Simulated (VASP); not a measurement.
Input of a VASP 6.6.1 run:

The input INCAR:

```
PREC = Accurate ; ENCUT = 520
EDIFF = 1E-6 ; ISMEAR = -1
SIGMA = 0.1 ; LREAL = F
LASPH = T ; NELM = 80
ALGO = Normal ; ISIF = 2
LWAVE = F ; LCHARG = T
GGA = PE ; LELF = T
LVHAR = T ; NBANDS = 11
```

Contents of KPOINTS:

```
regular mesh
0
Gamma
  13 13 13
```

File POSCAR:

```
BeTe
1.0
    0.0000000000      2.5147827636      2.5147827636
    2.5147827636      0.0000000000      2.5147827636
    2.5147827636      2.5147827636      0.0000000000
Be Te
1 1
Direct
    0.0000000000      0.0000000000      0.0000000000
    0.2500000000      0.2500000000      0.2500000000
```

Potentials or basis: VASP PAW PBE potentials, release 64 (Be, Te).

Launch:

```sh
$ cat potpaw_PBE.64/Be/POTCAR potpaw_PBE.64/Te/POTCAR > POTCAR
$ mpirun -np 1 vasp_std > vasp.out
```

(1) What does it give for the pressure?

(2) Predict the band gap on the k mesh.

Answers

(1) 41.2 GPa.

(2) 0.94 eV, indirect (least direct gap 3.12 eV).

Caveat: spin-orbit coupling is left out, which moves the levels of the heavy elements.
